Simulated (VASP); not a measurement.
# Pd in VASP: a series of runs

The runs below take Pd through single point, with PBE.

Everything below comes from runs of VASP 6.6.1. Logs are shortened: lines on timing, memory, paths and dates and some standing lists are left out, and cuts for length are marked.

**1. The cell of the first run**

The structure is cubic, space group Fm-3m (No. 225). Conventional cell: a = 3.966 Å, b = 3.966 Å, c = 3.966 Å, α = 90.00°, β = 90.00°, γ = 90.00°. Within 3.7 Å of Pd (site symmetry m-3m) lie 12 Pd at 2.80 Å.

**2. Single point, PBE (volume scaled by 1.06)**

INCAR reads:

```
SYSTEM = Pd
PREC     = Accurate       ! precision mode
ENCUT    = 520            ! plane-wave cutoff, eV
EDIFF    = 1E-6           ! SCF threshold, eV
ISMEAR   = -1             ! smearing method
SIGMA    = 0.05           ! smearing width, eV
LREAL    = .False.        ! projectors in reciprocal space
LASPH    = .True.         ! aspherical terms in the spheres
NELM     = 80             ! most SCF steps
ALGO     = Normal         ! electronic algorithm
ISIF     = 2              ! what is computed and relaxed
LWAVE    = .False.        ! write WAVECAR
LCHARG   = .False.        ! write CHGCAR
GGA      = PE             ! functional
NBANDS   = 11             ! bands
```

KPOINTS reads:

```
Automatic mesh
0
Gamma
  18 18 18
  0 0 0
```

POSCAR reads:

```
Pd
1.0
    0.0000000000      1.9830449783      1.9830449783
    1.9830449783      0.0000000000      1.9830449783
    1.9830449783      1.9830449783      0.0000000000
Pd
1
Direct
    0.0000000000      0.0000000000      0.0000000000
```

Potentials or basis: VASP PAW PBE potentials, release 64 (Pd).

The run is started by

```sh
cat potpaw_PBE.64/Pd/POTCAR > POTCAR
mpirun -np 1 vasp_std > vasp.out
```

OUTCAR:

```text
SYSTEM = Pd
   PREC = Accurate
   ENCUT = 520
   EDIFF = 1E-6
   ISMEAR = -1
   LREAL = .False.
   LASPH = .True.
   NELM = 80
   ISIF = 2
   GGA = PE

 ion  position               nearest neighbor table
   1  0.000  0.000  0.000-

  LATTYP: Found a face centered cubic cell.
 ALAT       =     3.9660899566

  Lattice vectors:

 A1 = (   0.0000000000,   1.9830449783,   1.9830449783)
 A2 = (   1.9830449783,   0.0000000000,   1.9830449783)
 A3 = (   1.9830449783,   1.9830449783,   0.0000000000)

Analysis of symmetry for initial positions (statically):
=====================================================================
 Subroutine PRICEL returns:
 Original cell was already a primitive cell.

 Routine SETGRP: Setting up the symmetry group for a
 face centered cubic supercell.

 Subroutine GETGRP returns: Found 48 space group operations
 (whereof 48 operations were pure point group operations)
 out of a pool of 48 trial point group operations.

The static configuration has the point symmetry O_h .

Analysis of symmetry for dynamics (positions and initial velocities):
=====================================================================
 Subroutine PRICEL returns:
 Original cell was already a primitive cell.

 Routine SETGRP: Setting up the symmetry group for a
 face centered cubic supercell.

 Subroutine GETGRP returns: Found 48 space group operations
 (whereof 48 operations were pure point group operations)
 out of a pool of 48 trial point group operations.

The dynamic configuration has the point symmetry O_h .

 Subroutine INISYM returns: Found 48 space group operations
 (whereof 48 operations are pure point group operations),
 and found     1 'primitive' translations

----------------------------------------------------------------------------------------

                                     Primitive cell

  volume of cell :      15.5965

  direct lattice vectors                    reciprocal lattice vectors
     0.000000000  1.983044978  1.983044978    -0.252137498  0.252137498  0.252137498
     1.983044978  0.000000000  1.983044978     0.252137498 -0.252137498  0.252137498
     1.983044978  1.983044978  0.000000000     0.252137498  0.252137498 -0.252137498

  length of vectors
     2.804449103  2.804449103  2.804449103     0.436714958  0.436714958  0.436714958

  position of ions in fractional coordinates (direct lattice)
     0.000000000  0.000000000  0.000000000

  ion indices of the primitive-cell ions
   primitive index   ion index
                 1           1

----------------------------------------------------------------------------------------

 KPOINTS: Automatic mesh

Automatic generation of k-mesh.
 Grid dimensions read from file:
 generate k-points for:   18   18   18

 Generating k-lattice:

  Cartesian coordinates                     Fractional coordinates (reciprocal lattice)
    -0.014007639  0.014007639  0.014007639     0.055555556  0.000000000  0.000000000
     0.014007639 -0.014007639  0.014007639     0.000000000  0.055555556  0.000000000
     0.014007639  0.014007639 -0.014007639     0.000000000  0.000000000  0.055555556

  Length of vectors
     0.024261942  0.024261942  0.024261942

  Shift w.r.t. Gamma in fractional coordinates (k-lattice)
     0.000000000  0.000000000  0.000000000

 Subroutine IBZKPT returns following result:
 ===========================================

 Found    195 irreducible k-points:

 Following reciprocal coordinates:
            Coordinates               Weight
  0.000000  0.000000  0.000000      1.000000
  0.055556  0.000000  0.000000      8.000000
  0.111111  0.000000  0.000000      8.000000
  0.166667  0.000000  0.000000      8.000000
  0.222222  0.000000  0.000000      8.000000
  0.277778  0.000000  0.000000      8.000000
[... 16 lines left out ...]
 -0.277778  0.055556  0.000000     24.000000
 -0.222222  0.055556  0.000000     24.000000
 [... further k-points ...]
   k-points           NKPTS =    195   k-points in BZ     NKDIM =    195   number of bands    NBANDS=     11
   number of dos      NEDOS =    301   number of ions     NIONS =      1
   total plane-waves  NPLWV =  13824
   dimension x,y,z NGX =    24 NGY =   24 NGZ =   24
   dimension x,y,z NGXF=    48 NGYF=   48 NGZF=   48
   ions per type =               1
   NGX,Y,Z   is equivalent  to a cutoff of  14.23, 14.23, 14.23 a.u.
   NGXF,Y,Z  is equivalent  to a cutoff of  28.45, 28.45, 28.45 a.u.
 SYSTEM =  Pd
   PREC   = accura    normal or accurate (medium, high low for compatibility)
   ISTART =      0    job   : 0-new  1-cont  2-samecut
   ICHARG =      2    charge: 1-file 2-atom 10-const
   ISPIN  =      1    spin polarized calculation?
   LNONCOLLINEAR =      F non collinear calculations
   LSORBIT =      F    spin-orbit coupling
   LASPH  =      T    aspherical Exc in radial PAW
   ENCUT  =  520.0 eV  38.22 Ry    6.18 a.u.   5.21  5.21  5.21*2*pi/ulx,y,z
   NELM   =     80;   NELMIN=  2; NELMDL= -5     # of ELM steps
   EDIFF  = 0.1E-05   stopping-criterion for ELM
   LREAL  =      F    real-space projection
   EDIFFG = 0.1E-04   stopping-criterion for IOM
   NSW    =      0    number of steps for IOM
   IBRION =     -1    ionic relax: 0-MD 1-quasi-New 2-CG
   NFREE  =      0    steps in history (QN), initial steepest desc. (CG)
   ISIF   =      2    stress and relaxation
   ISYM   =      2    0-nonsym 1-usesym 2-fastsym
   POTIM  = 0.5000    time-step for ionic-motion
   TEBEG  =    0.0;   TEEND  =   0.0 temperature during run
   PSTRESS=    0.0 pullay stress
   NELECT =      10.0000    total number of electrons
   NUPDOWN=      -1.0000    fix difference up-down
   EMIN   =  10.00;   EMAX   =-10.00  energy-range for DOS
   EFERMI =   0.00;   METHOD = LEGACY
   ISMEAR =    -1;   SIGMA  =   0.05  broadening in eV -4-tet -1-fermi 0-gaus
   EFERMI_NEDOS =   21; number of points for ismear=-14 and -15
   IALGO  =     38    algorithm
   IMIX   =      4    mixing-type and parameters
     AMIX     =   0.40;   BMIX     =  1.00
     AMIX_MAG =   1.60;   BMIX_MAG =  1.00
  volume/ion in A,a.u.               =      15.60       105.25
  Fermi-wavevector in a.u.,A,eV,Ry     =   1.411667  2.667664 27.113741  1.992804
  Thomas-Fermi vector in A             =   2.533495
   LORBIT       =      0    0 simple, 1 ext, 2 COOP (PROOUT), +10 PAW based schemes
   GGA     = PE    functional components
[... 5 lines left out ...]
 non-spin polarized calculation
  energy-cutoff  :      520.00
  volume of cell :       15.60
 maximum number of plane-waves:       444
 NGX is ok and might be reduce to    24
   NGX = 11   NGY = 11   NGZ = 11

 number of electron      10.0000001 magnetization

 Free energy of the ion-electron system (eV)
  ---------------------------------------------------
  ext. energy  EPLUGINS =         0.00000000
  ---------------------------------------------------
  free energy    TOTEN  =        -5.22686882 eV

  energy without entropy =       -5.20739626  energy(sigma->0) =       -5.21713254

 E-fermi :   8.8666     XC(G=0): -12.8393

 val. band max:        8.8608605610   @ k =  -0.4444   0.3889   0.1111
 cond. band min:       8.8678639699   @ k =  -0.3889   0.3889   0.0556
 fundamental gap:      0.0070034089
 Fermi energy:         8.8666109841

 k-point     1 :       0.0000    0.0000    0.0000
  band No.  band energies     occupation
      1       2.1535      2.00000
      2       6.2731      2.00000
      3       6.2731      2.00000
      4       6.2731      2.00000
      5       7.7422      2.00000
      6       7.7422      2.00000
      7      26.0200      0.00000
      8      30.4803      0.00000
      9      30.4803      0.00000
     10      30.4803      0.00000
     11      35.1855      0.00000

 k-point     2 :       0.0556    0.0000    0.0000
  band No.  band energies     occupation
      1       2.2606      2.00000
      2       6.2369      2.00000
      3       6.3092      2.00000
      4       6.3092      2.00000
      5       7.7253      2.00000
      6       7.7253      2.00000
      7      26.1212      0.00000
      8      29.7192      0.00000
      9      30.5917      0.00000
     10      30.5917      0.00000
     11      35.3709      0.00000

 k-point     3 :       0.1111    0.0000    0.0000
  band No.  band energies     occupation
      1       2.5707      2.00000
      2       6.1465      2.00000
      3       6.4034      2.00000
      4       6.4034      2.00000
      5       7.6902      2.00000
      6       7.6902      2.00000
      7      26.3125      0.00000
      8      28.2063      0.00000
      9      30.9041      0.00000
     10      30.9041      0.00000
     11      35.5426      0.00000

 k-point     4 :       0.1667    0.0000    0.0000
  band No.  band energies     occupation
      1       3.0415      2.00000
      2       6.0624      2.00000
      3       6.5090      2.00000
      4       6.5090      2.00000
      5       7.6866      2.00000
      6       7.6866      2.00000
      7      25.7333      0.00000
      8      27.2190      0.00000
      9      31.3421      0.00000
     10      31.3421      0.00000
     11      34.4798      0.00000

 k-point     5 :       0.2222    0.0000    0.0000
  band No.  band energies     occupation
      1       3.5652      2.00000
      2       6.1115      2.00000
      3       6.5548      2.00000
      4       6.5548      2.00000
      5       7.7855      2.00000
      6       7.7855      2.00000
      7      23.9328      0.00000
      8      27.0848      0.00000
      9      31.7217      0.00000
     10      31.7217      0.00000
     11      34.0315      0.00000
[... 211 lines left out ...]
 k-point    21 :      -0.3889    0.0556    0.0000
  band No.  band energies     occupation
      1       4.1154      2.00000
      2       6.2595      2.00000
      3       6.3442      2.00000
      4       8.0441      2.00000
      5       8.5284      1.99769
      6       9.5758      0.00000
      7      17.4244      0.00000
      8      25.6697      0.00000
      9      28.9163      0.00000
     10      30.2621      0.00000
     11      35.0540      0.00000

 k-point    22 :      -0.3333    0.0556    0.0000
  band No.  band energies     occupation
      1       4.1540      2.00000
      2       6.3542      2.00000
      3       6.4298      2.00000
      4       7.3524      2.00000
      5       8.2254      1.99999
      6       8.9121      0.57374
      7      19.2619      0.00000
      8      26.0534      0.00000
      9      29.3425      0.00000
     10      31.3731      0.00000
     11      34.3753      0.00000

 k-point    23 :      -0.2778    0.0556    0.0000
  band No.  band energies     occupation
      1       4.0975      2.00000
      2       6.4112      2.00000
      3       6.5320      2.00000
      4       6.6278      2.00000
      5       7.9021      2.00000
      6       8.4574      1.99944
      7      21.2824      0.00000
      8      26.5170      0.00000
      9      29.9296      0.00000
     10      32.7267      0.00000
     11      33.4876      0.00000

 k-point    24 :      -0.2222    0.0556    0.0000
  band No.  band energies     occupation
      1       3.8062      2.00000
      2       6.0751      2.00000
      3       6.5737      2.00000
      4       6.6037      2.00000
      5       7.6393      2.00000
      6       8.1180      2.00000
      7      23.3313      0.00000
      8      26.9030      0.00000
      9      30.4095      0.00000
     10      32.9205      0.00000
     11      33.1848      0.00000

 [... further k-points ...]
[... 5 lines left out ...]
  --------------------------------------------------------------------------------------
  -------------------------------------------------------------------------------------
  Total       -0.3041499     -0.3041499     -0.3041499      0.0000000      0.0000000     -0.0000000
  in kB      -31.2442860    -31.2442860    -31.2442860      0.0000000      0.0000000     -0.0000000
  external PRESSURE =     -31.2442860 kB  Pullay stress =       0.0000000 kB

 VOLUME and BASIS-vectors are now :
 -----------------------------------------------------------------------------
  energy-cutoff  :      520.00
  volume of cell :       15.60
      direct lattice vectors                 reciprocal lattice vectors
     0.000000000  1.983044978  1.983044978    -0.252137498  0.252137498  0.252137498
     1.983044978  0.000000000  1.983044978     0.252137498 -0.252137498  0.252137498
     1.983044978  1.983044978  0.000000000     0.252137498  0.252137498 -0.252137498

 POSITION                                       TOTAL-FORCE (eV/Angst)
 -----------------------------------------------------------------------------------
      0.00000      0.00000      0.00000         0.000000      0.000000      0.000000
 -----------------------------------------------------------------------------------
    total drift:                               -0.000000      0.000000      0.000000

  FREE ENERGIE OF THE ION-ELECTRON SYSTEM (eV)
  ---------------------------------------------------
  free  energy   TOTEN  =        -5.2268688216 eV

  energy  without entropy=       -5.2073962645  energy(sigma->0) =       -5.21713254
```

Run time: 36 s. Hardware: 1 thread of Intel Xeon 8259CL, shared host; peak memory 0.17 GiB.

What came out:

| Property | Result |
| --- | --- |
| Free energy | -5.2269 eV |
| Pressure | -3.1 GPa |
| Band gap on the k mesh | zero (band 5 reaches 9.13 eV, above the bottom of band 6 at 7.69 eV) |

Levels at points of the mesh, in eV from the Fermi level:
```csv
k point,band 2,band 3,band 4,band 5,band 6,band 7,band 8,band 9
"(0.00, 0.00, 0.00)",-2.59,-2.59,-2.59,-1.12,-1.12,17.15,21.61,21.61
"(0.50, 0.00, 0.00)",-2.63,-2.63,-0.03,-0.03,1.14,6.89,16.50,20.56
"(0.50, 0.50, 0.00)",-4.67,-0.06,0.26,0.26,3.36,10.21,12.91,12.91
```

(Continued in part 2 of 2.)
